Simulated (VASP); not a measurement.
# Ru (Fd-3m) in VASP: further runs

Ru is run at these levels: PBE; tasks: single point.

Program: VASP 6.6.1. These are calculated values, not measurements. Logs are shortened: lines on timing, memory, paths and dates and some standing lists are left out, and cuts for length are marked.

### Step 1. The cell of the first run

The structure is cubic, space group Fd-3m (No. 227). Conventional cell: a = 5.664 Å, b = 5.664 Å, c = 5.664 Å, α = 90.00°, β = 90.00°, γ = 90.00°. Ru (site symmetry -43m) has 4 Ru at 2.45 Å within 3.2 Å.

### Step 2. Single point, PBE, collinear spin, ferromagnetic start (volume scaled by 1.12)

File INCAR:

```
SYSTEM = Ru
ALGO = Normal ; EDIFF = 1E-7
ENCUT = 520 ; GGA = PE
ISIF = 2 ; ISMEAR = -1
ISPIN = 2 ; LASPH = .True.
LCHARG = .True. ; LELF = .True.
LMAXMIX = 4 ; LORBIT = 11
LREAL = .False. ; LVHAR = .True.
LWAVE = .False. ; MAGMOM = 1 1
NBANDS = 25 ; NELM = 150
PREC = Accurate ; SIGMA = 0.05
```

File KPOINTS:

```
k-points
0
Gamma
  16 16 16
  0 0 0
```

File POSCAR:

```
Ru
1.0
    0.0000000000      2.8321650230      2.8321650230
    2.8321650230      0.0000000000      2.8321650230
    2.8321650230      2.8321650230      0.0000000000
Ru
2
Direct
    0.1250000000      0.1250000000      0.1250000000
    0.8750000000      0.8750000000      0.8750000000
```

Potentials or basis: VASP PAW PBE potentials, release 64 (Ru_pv).

Started as:

```bash
> cat potpaw_PBE.64/Ru_pv/POTCAR > POTCAR
> mpirun -np 1 vasp_std > vasp.out
```

OUTCAR:

```text
SYSTEM = Ru
   EDIFF = 1E-7
   ENCUT = 520
   GGA = PE
   ISIF = 2
   ISMEAR = -1
   ISPIN = 2
   LASPH = .True.
   LORBIT = 11
   LREAL = .False.
   NELM = 150
   PREC = Accurate

 ion  position               nearest neighbor table
   1  0.125  0.125  0.125-   2 2.45   2 2.45   2 2.45   2 2.45
   2  0.875  0.875  0.875-   1 2.45   1 2.45   1 2.45   1 2.45

  LATTYP: Found a face centered cubic cell.
 ALAT       =     5.6643300460

  Lattice vectors:

 A1 = (   0.0000000000,   2.8321650230,   2.8321650230)
 A2 = (   2.8321650230,   0.0000000000,   2.8321650230)
 A3 = (   2.8321650230,   2.8321650230,   0.0000000000)

Analysis of symmetry for initial positions (statically):
=====================================================================
 Subroutine PRICEL returns:
 Original cell was already a primitive cell.

 Routine SETGRP: Setting up the symmetry group for a
 face centered cubic supercell.

 Subroutine GETGRP returns: Found 48 space group operations
 (whereof 12 operations were pure point group operations)
 out of a pool of 48 trial point group operations.

The static configuration has the point symmetry D_3d.
 The point group associated with its full space group is O_h .

Analysis of symmetry for dynamics (positions and initial velocities):
=====================================================================
 Subroutine PRICEL returns:
 Original cell was already a primitive cell.

 Routine SETGRP: Setting up the symmetry group for a
 face centered cubic supercell.

 Subroutine GETGRP returns: Found 48 space group operations
 (whereof 12 operations were pure point group operations)
 out of a pool of 48 trial point group operations.

The dynamic configuration has the point symmetry D_3d.
 The point group associated with its full space group is O_h .

Analysis of structural, dynamic, and magnetic symmetry:
=====================================================================
 Subroutine PRICEL returns:
 Original cell was already a primitive cell.

 Routine SETGRP: Setting up the symmetry group for a
 face centered cubic supercell.

 Subroutine GETGRP returns: Found 48 space group operations
 (whereof 12 operations were pure point group operations)
 out of a pool of 48 trial point group operations.

The overall configuration has the point symmetry D_3d.
 The point group associated with its full space group is O_h .

 Subroutine INISYM returns: Found 48 space group operations
 (whereof 12 operations are pure point group operations),
 and found     1 'primitive' translations

----------------------------------------------------------------------------------------

                                     Primitive cell

  volume of cell :      45.4345

  direct lattice vectors                    reciprocal lattice vectors
     0.000000000  2.832165023  2.832165023    -0.176543385  0.176543385  0.176543385
     2.832165023  0.000000000  2.832165023     0.176543385 -0.176543385  0.176543385
     2.832165023  2.832165023  0.000000000     0.176543385  0.176543385 -0.176543385

  length of vectors
     4.005286186  4.005286186  4.005286186     0.305782113  0.305782113  0.305782113

  position of ions in fractional coordinates (direct lattice)
     0.125000000  0.125000000  0.125000000
     0.875000000  0.875000000  0.875000000

  ion indices of the primitive-cell ions
   primitive index   ion index
                 1           1
                 2           2

----------------------------------------------------------------------------------------

 KPOINTS: k-points

Automatic generation of k-mesh.
 Grid dimensions read from file:
 generate k-points for:   16   16   16

 Generating k-lattice:

  Cartesian coordinates                     Fractional coordinates (reciprocal lattice)
    -0.011033962  0.011033962  0.011033962     0.062500000  0.000000000  0.000000000
     0.011033962 -0.011033962  0.011033962     0.000000000  0.062500000  0.000000000
     0.011033962  0.011033962 -0.011033962     0.000000000  0.000000000  0.062500000

  Length of vectors
     0.019111382  0.019111382  0.019111382

  Shift w.r.t. Gamma in fractional coordinates (k-lattice)
     0.000000000  0.000000000  0.000000000

 Subroutine IBZKPT returns following result:
 ===========================================

 Found    145 irreducible k-points:

 Following reciprocal coordinates:
            Coordinates               Weight
  0.000000  0.000000  0.000000      1.000000
  0.062500  0.000000  0.000000      8.000000
  0.125000  0.000000  0.000000      8.000000
  0.187500  0.000000  0.000000      8.000000
  0.250000  0.000000  0.000000      8.000000
  0.312500  0.000000  0.000000      8.000000
[... 16 lines left out ...]
 -0.125000  0.062500  0.000000     24.000000
 -0.062500  0.062500  0.000000     12.000000
 [... further k-points ...]
   k-points           NKPTS =    145   k-points in BZ     NKDIM =    145   number of bands    NBANDS=     25
   number of dos      NEDOS =    301   number of ions     NIONS =      2
   total plane-waves  NPLWV =  27000
   dimension x,y,z NGX =    30 NGY =   30 NGZ =   30
   dimension x,y,z NGXF=    60 NGYF=   60 NGZF=   60
   ions per type =               2
   NGX,Y,Z   is equivalent  to a cutoff of  12.45, 12.45, 12.45 a.u.
   NGXF,Y,Z  is equivalent  to a cutoff of  24.90, 24.90, 24.90 a.u.
 SYSTEM =  Ru
   PREC   = accura    normal or accurate (medium, high low for compatibility)
   ISTART =      0    job   : 0-new  1-cont  2-samecut
   ICHARG =      2    charge: 1-file 2-atom 10-const
   ISPIN  =      2    spin polarized calculation?
   LNONCOLLINEAR =      F non collinear calculations
   LSORBIT =      F    spin-orbit coupling
   LASPH  =      T    aspherical Exc in radial PAW
   ENCUT  =  520.0 eV  38.22 Ry    6.18 a.u.   7.45  7.45  7.45*2*pi/ulx,y,z
   NELM   =    150;   NELMIN=  2; NELMDL= -5     # of ELM steps
   EDIFF  = 0.1E-06   stopping-criterion for ELM
   LREAL  =      F    real-space projection
   EDIFFG = 0.1E-05   stopping-criterion for IOM
   NSW    =      0    number of steps for IOM
   IBRION =     -1    ionic relax: 0-MD 1-quasi-New 2-CG
   NFREE  =      0    steps in history (QN), initial steepest desc. (CG)
   ISIF   =      2    stress and relaxation
   ISYM   =      2    0-nonsym 1-usesym 2-fastsym
   POTIM  = 0.5000    time-step for ionic-motion
   TEBEG  =    0.0;   TEEND  =   0.0 temperature during run
   PSTRESS=    0.0 pullay stress
   NELECT =      28.0000    total number of electrons
   NUPDOWN=      -1.0000    fix difference up-down
   EMIN   =  10.00;   EMAX   =-10.00  energy-range for DOS
   EFERMI =   0.00;   METHOD = LEGACY
   ISMEAR =    -1;   SIGMA  =   0.05  broadening in eV -4-tet -1-fermi 0-gaus
   EFERMI_NEDOS =   21; number of points for ismear=-14 and -15
   IALGO  =     38    algorithm
   IMIX   =      4    mixing-type and parameters
     AMIX     =   0.40;   BMIX     =  1.00
     AMIX_MAG =   1.60;   BMIX_MAG =  1.00
  volume/ion in A,a.u.               =      22.72       153.30
  Fermi-wavevector in a.u.,A,eV,Ry     =   1.393153  2.632678 26.407228  1.940877
  Thomas-Fermi vector in A             =   2.516827
   LORBIT       =     11    0 simple, 1 ext, 2 COOP (PROOUT), +10 PAW based schemes
   GGA     = PE    functional components
   LHFCALC =     F    Hartree Fock is set to
   AEXX    =    0.0000 exact exchange contribution
   IVDW    =     0    specifies the selected vdW correction
   LEPSILON=     F    determine dielectric tensor
   LRPA    =     F    only Hartree local field effects (RPA)
 spin polarized calculation
  energy-cutoff  :      520.00
  volume of cell :       45.43
 maximum number of plane-waves:      1243
 NGX is ok and might be reduce to    30
   NGX = 15   NGY = 15   NGZ = 15

 number of electron      27.9999997 magnetization       0.0003578

 number of electron      27.9999997 magnetization      -0.0000205

 Free energy of the ion-electron system (eV)
  ---------------------------------------------------
  ext. energy  EPLUGINS =         0.00000000
  ---------------------------------------------------
  free energy    TOTEN  =       -15.86762975 eV

  energy without entropy =      -15.84976099  energy(sigma->0) =      -15.85869537

 E-fermi :   5.6749     XC(G=0): -10.7318

 val. band max:        5.6650644305   @ k =   0.2500   0.1875   0.0000
 cond. band min:       5.6791684348   @ k =   0.4375   0.3125   0.0625
 fundamental gap:      0.0141040043
 Fermi energy:         5.6748672212

 spin component 1

 k-point     1 :       0.0000    0.0000    0.0000
  band No.  band energies     occupation
      1     -37.1876      1.00000
      2     -37.1876      1.00000
      3     -37.1876      1.00000
      4     -36.5519      1.00000
      5     -36.5519      1.00000
      6     -36.5519      1.00000
[... 17 lines left out ...]
     24      18.2266      0.00000
     25      19.1224      0.00000

 k-point     2 :       0.0625    0.0000    0.0000
  band No.  band energies     occupation
      1     -37.1904      1.00000
      2     -37.1904      1.00000
      3     -37.1869      1.00000
      4     -36.5529      1.00000
      5     -36.5490      1.00000
      6     -36.5490      1.00000
[... 17 lines left out ...]
     24      18.5511      0.00000
     25      19.1928      0.00000

 k-point     3 :       0.1250    0.0000    0.0000
  band No.  band energies     occupation
      1     -37.1983      1.00000
      2     -37.1983      1.00000
      3     -37.1849      1.00000
      4     -36.5558      1.00000
      5     -36.5408      1.00000
      6     -36.5408      1.00000
[... 552 lines left out ...]
 k-point    23 :      -0.1250    0.0625    0.0000
  band No.  band energies     occupation
      1     -37.2129      1.00000
      2     -37.2001      1.00000
      3     -37.1776      1.00000
      4     -36.5635      1.00000
      5     -36.5389      1.00000
      6     -36.5260      1.00000
[... 17 lines left out ...]
     24      18.6291      0.00000
     25      19.0661      0.00000

 k-point    24 :      -0.0625    0.0625    0.0000
  band No.  band energies     occupation
      1     -37.1998      1.00000
      2     -37.1927      1.00000
      3     -37.1829      1.00000
      4     -36.5573      1.00000
      5     -36.5466      1.00000
      6     -36.5394      1.00000
[... 17 lines left out ...]
     24      18.3380      0.00000
     25      19.2777      0.00000

 [... further k-points ...]

 spin component 2

 k-point     1 :       0.0000    0.0000    0.0000
  band No.  band energies     occupation
      1     -37.1876      1.00000
      2     -37.1876      1.00000
      3     -37.1876      1.00000
      4     -36.5519      1.00000
      5     -36.5519      1.00000
      6     -36.5519      1.00000
[... 17 lines left out ...]
     24      18.2267      0.00000
     25      19.1223      0.00000

 k-point     2 :       0.0625    0.0000    0.0000
  band No.  band energies     occupation
      1     -37.1905      1.00000
      2     -37.1905      1.00000
      3     -37.1869      1.00000
      4     -36.5529      1.00000
      5     -36.5490      1.00000
      6     -36.5490      1.00000
[... 17 lines left out ...]
     24      18.5511      0.00000
     25      19.1942      0.00000

 k-point     3 :       0.1250    0.0000    0.0000
  band No.  band energies     occupation
      1     -37.1983      1.00000
      2     -37.1983      1.00000
      3     -37.1849      1.00000
      4     -36.5558      1.00000
      5     -36.5408      1.00000
      6     -36.5408      1.00000
[... 552 lines left out ...]
 k-point    23 :      -0.1250    0.0625    0.0000
  band No.  band energies     occupation
      1     -37.2129      1.00000
      2     -37.2001      1.00000
      3     -37.1776      1.00000
      4     -36.5635      1.00000
      5     -36.5389      1.00000
      6     -36.5260      1.00000
[... 17 lines left out ...]
     24      18.6292      0.00000
     25      19.0489      0.00000

 k-point    24 :      -0.0625    0.0625    0.0000
  band No.  band energies     occupation
      1     -37.1998      1.00000
      2     -37.1927      1.00000
      3     -37.1830      1.00000
      4     -36.5573      1.00000
      5     -36.5466      1.00000
      6     -36.5394      1.00000
[... 17 lines left out ...]
     24      18.3381      0.00000
     25      19.3283      0.00000

 [... further k-points ...]
[... 5 lines left out ...]
  --------------------------------------------------------------------------------------
  -------------------------------------------------------------------------------------
  Total       -3.9714795     -3.9714795     -3.9714795      0.0000000     -0.0000000      0.0000000
  in kB     -140.0481081   -140.0481081   -140.0481081      0.0000000     -0.0000000      0.0000000
  external PRESSURE =    -140.0481081 kB  Pullay stress =       0.0000000 kB

 VOLUME and BASIS-vectors are now :
 -----------------------------------------------------------------------------
  energy-cutoff  :      520.00
  volume of cell :       45.43
      direct lattice vectors                 reciprocal lattice vectors
     0.000000000  2.832165023  2.832165023    -0.176543385  0.176543385  0.176543385
     2.832165023  0.000000000  2.832165023     0.176543385 -0.176543385  0.176543385
     2.832165023  2.832165023  0.000000000     0.176543385  0.176543385 -0.176543385

 POSITION                                       TOTAL-FORCE (eV/Angst)
 -----------------------------------------------------------------------------------
      0.70804      0.70804      0.70804        -0.000000     -0.000000     -0.000000
      4.95629      4.95629      4.95629         0.000000      0.000000      0.000000
 -----------------------------------------------------------------------------------
    total drift:                               -0.000000      0.000000      0.000000

  FREE ENERGIE OF THE ION-ELECTRON SYSTEM (eV)
  ---------------------------------------------------
  free  energy   TOTEN  =       -15.8676297517 eV

  energy  without entropy=      -15.8497609943  energy(sigma->0) =      -15.85869537

 total charge

# of ion       s       p       d       tot
------------------------------------------
    1        0.418   6.158   5.996  12.572
    2        0.418   6.158   5.996  12.572
--------------------------------------------------
tot          0.836  12.316  11.993  25.144

 magnetization (x)

# of ion       s       p       d       tot
------------------------------------------
    1       -0.000   0.000   0.000   0.000
    2       -0.000   0.000   0.000   0.000
--------------------------------------------------
tot         -0.000   0.000   0.000   0.000
```

Run time: 6.2 min. Hardware: 1 thread of Intel Xeon Platinum 8259CL at 2.50GHz (Skylake/Cascade Lake), shared host; peak memory 0.34 GiB.

Results:

| Property | Result |
| --- | --- |
| Free energy | -15.8676 eV |
| Pressure | -14.0 GPa |
| Band gap on the k mesh | zero (filled and empty bands overlap) |
| Net moment | 0.00 μB per cell |
| Valence electrons inside the program's atomic spheres | Ru 12.57 |

Caveat: the cell differs from its parent crystal (volume scaled by 1.12).

### Step 3. Single point, PBE

This run uses another cell than the first one, of 20.30 Å³/atom, 0.894 times its volume.

File INCAR:

```
SYSTEM = Ru
PREC = Accurate
ENCUT = 520
EDIFF = 1E-7
ISMEAR = -1
SIGMA = 0.1
LREAL = .False.
LASPH = .True.
NELM = 80
ALGO = Normal
ISIF = 2
LWAVE = .False.
LCHARG = .True.
GGA = PE
LELF = .True.
LVHAR = .True.
NBANDS = 21
```

File KPOINTS:

```
Automatic mesh
0
Gamma
  5 5 5
  0 0 0
```

File POSCAR:

```
Ru
1.0
    0.0000000000      2.7278429134      2.7278429134
    2.7278429134      0.0000000000      2.7278429134
    2.7278429134      2.7278429134      0.0000000000
Ru
2
Direct
    0.1250000000      0.1250000000      0.1250000000
    0.8750000000      0.8750000000      0.8750000000
```

Potentials or basis: VASP PAW PBE potentials, release 64 (Ru_pv).

Started as:

```bash
> cat potpaw_PBE.64/Ru_pv/POTCAR > POTCAR
> mpirun -np 1 vasp_std > vasp.out
```

OUTCAR:

```text
SYSTEM = Ru
   PREC = Accurate
   ENCUT = 520
   EDIFF = 1E-7
   ISMEAR = -1
   LREAL = .False.
   LASPH = .True.
   NELM = 80
   ISIF = 2
   GGA = PE

 ion  position               nearest neighbor table
   1  0.125  0.125  0.125-   2 2.36   2 2.36   2 2.36   2 2.36
   2  0.875  0.875  0.875-   1 2.36   1 2.36   1 2.36   1 2.36

  LATTYP: Found a face centered cubic cell.
 ALAT       =     5.4556858268

  Lattice vectors:

[... 411 lines left out ...]

------------------------ aborting loop because EDIFF is reached ----------------------------------------

  FORCE on cell =-STRESS in cart. coord.  units (eV):
  Direction    XX          YY          ZZ          XY          YZ          ZX
  --------------------------------------------------------------------------------------
  -------------------------------------------------------------------------------------
  Total        0.1483453      0.1483453      0.1483453     -0.0000000     -0.0000000     -0.0000000
  in kB        5.8545857      5.8545857      5.8545857     -0.0000000     -0.0000000     -0.0000000
  external PRESSURE =       5.8545857 kB  Pullay stress =       0.0000000 kB

 VOLUME and BASIS-vectors are now :
 -----------------------------------------------------------------------------
  energy-cutoff  :      520.00
  volume of cell :       40.60
      direct lattice vectors                 reciprocal lattice vectors
     0.000000000  2.727842913  2.727842913    -0.183295012  0.183295012  0.183295012
     2.727842913  0.000000000  2.727842913     0.183295012 -0.183295012  0.183295012
     2.727842913  2.727842913  0.000000000     0.183295012  0.183295012 -0.183295012

 POSITION                                       TOTAL-FORCE (eV/Angst)
 -----------------------------------------------------------------------------------
      0.68196      0.68196      0.68196         0.000000      0.000000      0.000000
      4.77373      4.77373      4.77373        -0.000000     -0.000000     -0.000000
 -----------------------------------------------------------------------------------
    total drift:                               -0.000000      0.000000      0.000000

  FREE ENERGIE OF THE ION-ELECTRON SYSTEM (eV)
  ---------------------------------------------------
  free  energy   TOTEN  =       -16.1134613812 eV

  energy  without entropy=      -16.0427942787  energy(sigma->0) =      -16.07812783
```

OSZICAR:

```text
N       E                     dE             d eps       ncg     rms          rms(c)
DAV:   1     0.285755237535E+03    0.28576E+03   -0.17693E+04   420   0.139E+03
DAV:   2    -0.111719252586E+02   -0.29693E+03   -0.28719E+03   465   0.421E+02
DAV:   3    -0.165863874043E+02   -0.54145E+01   -0.53805E+01   480   0.643E+01
DAV:   4    -0.166370595121E+02   -0.50672E-01   -0.50656E-01   585   0.568E+00
DAV:   5    -0.166373182707E+02   -0.25876E-03   -0.25876E-03   491   0.401E-01    0.116E+01
DAV:   6    -0.161479537792E+02    0.48936E+00   -0.15237E+00   440   0.109E+01    0.392E+00
DAV:   7    -0.161208639773E+02    0.27090E-01   -0.49462E-02   515   0.183E+00    0.168E+00
DAV:   8    -0.161133629993E+02    0.75010E-02   -0.11913E-02   445   0.927E-01    0.950E-02
DAV:   9    -0.161134180494E+02   -0.55050E-04   -0.29442E-04   519   0.162E-01    0.460E-02
DAV:  10    -0.161134623056E+02   -0.44256E-04   -0.32772E-05   491   0.452E-02    0.486E-03
DAV:  11    -0.161134618940E+02    0.41160E-06   -0.63515E-07   556   0.495E-03    0.179E-03
DAV:  12    -0.161134613051E+02    0.58885E-06   -0.14036E-07   409   0.317E-03    0.209E-04
DAV:  13    -0.161134613812E+02   -0.76049E-07   -0.32061E-09   335   0.459E-04
   1 F= -.16113461E+02 E0= -.16078128E+02  d E =-.706671E-01
```

It took 13 s on 1 thread of AMD EPYC 7R43 (Zen 3), shared host; peak memory 0.13 GiB.

Results:

* Free energy: -16.1135 eV
* Pressure: 0.6 GPa
* Band gap on the k mesh: zero (band 14 reaches 7.24 eV, above the bottom of band 15 at 6.54 eV)

Levels at points of the mesh, in eV from the Fermi level:
| k point | band 12 | band 13 | band 14 | band 15 | band 16 | band 17 |
| --- | --- | --- | --- | --- | --- | --- |
| (0.00, 0.00, 0.00) | -3.26 | -0.54 | -0.54 | -0.54 | 1.77 | 1.77 |

Caveat: the k points lie up to 0.40 Å⁻¹ apart.
